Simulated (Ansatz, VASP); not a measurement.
EuS in VASP and in Ansatz

```xyz
4
Lattice="12.8900 0.0000 0.0000 0.0000 9.0000 0.0000 0.0000 0.0000 12.7100" Properties=species:S:1:pos:R:3 pbc="T T T"
Eu    6.4460    4.5000    8.2075
Eu    6.4460    4.5000    4.5000
S     8.3920    4.5000    6.3537
S     4.5000    4.5000    6.3537
```

Alike in both runs: task single point; functional PBE; k mesh 1 × 1 × 1; occupations gaussian, width 0.01 eV; collinear spin; Hubbard terms Eu f U = 5.0 eV.

|  | VASP | Ansatz |
| --- | --- | --- |
| version | VASP 6.6.1 | Ansatz 0.2.0 |
| potentials or method | VASP PAW PBE potentials, release 64 (Eu, S), cutoff 520 eV | scalar-relativistic, plane waves, PAW |
| valence electrons in the cell | 46 | 46 |

Ansatz gave:

* gap on the k mesh at the Fermi level (eV): 1.66
* rms of the force components (eV/Å): 0.347
* net moment per atom (μB): 3.50
* size of the moment on the site where the two differ most (μB): 6.83

Estimate VASP's values.

gap on the k mesh at the Fermi level (eV): 1.46; rms of the force components (eV/Å): 0.320; net moment per atom (μB): 3.50; size of the moment on the site where the two differ most (μB): 6.77.

Site moments also hang on the region over which each program counts them. The programs project onto different local orbitals, so the same U acts differently, and such runs can settle in different states. Atom by atom the forces differ by 0.028 eV/Å (rms over components). Ansatz's warnings: stability check not made, structure snapped to symmetry, symmetry narrowed by open shell.

Spin-orbit coupling is off throughout.
